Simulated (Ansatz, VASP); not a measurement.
**Al5N in VASP and in Ansatz**

INCAR

```
SYSTEM = Al5N
ALGO = Normal
EDIFF = 1E-7
ENCUT = 520
GGA = PE
ISIF = 2
ISMEAR = 0
ISPIN = 2
LASPH = .True.
LCHARG = .False.
LORBIT = 11
LREAL = .False.
LWAVE = .False.
MAGMOM = 0 0 0 0 0 1
NBANDS = 23
NELM = 150
PREC = Accurate
SIGMA = 0.1
```

Contents of KPOINTS:

```
k-points
0
Gamma
  6 6 4
  0 0 0
```

POSCAR

```
Al5N
1.0
    5.0753162700      0.0000000000      0.0000000000
   -2.5376581400      4.3953528200      0.0000000000
    0.0000000000      0.0000000000      4.2252214400
Al N
5 1
Direct
    0.0000000000      0.5000000000      0.5000000000
    0.3333333300      0.6666666700      0.0000000000
    0.6666666700      0.3333333300      0.0000000000
    0.5000000000      0.0000000000      0.5000000000
    0.5000000000      0.5000000000      0.5000000000
    0.0000000000      0.0000000000      0.0000000000
```

Input for Ansatz:

```yaml
crystal:
  lattice:
    - [5.07531627, 0.0, 0.0]
    - [-2.53765814, 4.39535282, 0.0]
    - [0.0, 0.0, 4.22522144]
  atoms:
    - { symbol: Al, position: [0.0, 0.5, 0.5] }
    - { symbol: Al, position: [0.33333333, 0.66666667, 0.0] }
    - { symbol: Al, position: [0.66666667, 0.33333333, 0.0] }
    - { symbol: Al, position: [0.5, 0.0, 0.5] }
    - { symbol: Al, position: [0.5, 0.5, 0.5] }
    - { symbol: "N", position: [0.0, 0.0, 0.0], spin: 1.0 }
basis:
  ecutwfc: 420
kpoints:
  mp_grid: { grid: [6, 6, 4] }
hamiltonian:
  xc: pbe
scf:
  occupations: { method: gaussian, width: 0.1 }
  lower_state_search: "off"
output:
  forces: true
  stress: true
  eigenvalues: true
  populations: true
magnetization:
  spin_polarized: true
```

Change from the starting cell: species swapped into the DyRh5 type (P6/mmm, No. 191).

Alike in both runs: task single point; functional PBE; k mesh 6 × 6 × 4; occupations gaussian, width 0.1 eV; collinear spin.

|  | VASP | Ansatz |
| --- | --- | --- |
| version | VASP 6.6.1 | Ansatz 0.2.0 |
| potentials or method | VASP PAW PBE potentials, release 64 (Al, N), cutoff 520 eV | scalar-relativistic, plane waves, PAW |
| valence electrons in the cell | 20 | 20 |

```csv
,VASP,Ansatz,Ansatz less VASP
gap on the k mesh at the Fermi level (eV),none,none,-
pressure (GPa),12.0,12.1,+0.02
"traceless stress, the component that is largest in VASP (GPa)",7.40,7.41,+0.010
net moment per atom (μB),0.18,0.18,-0.001
size of the moment on the site where the two differ most (μB),0.79,1.07,+0.285
```

Site moments also hang on the region over which each program counts them. A gap of «none» marks a metal or a gap that the smearing closes. With one functional, cell and mesh, what is left measures potentials, basis and numerics.

The k mesh is coarse, so the values compare programs but aren't converged.
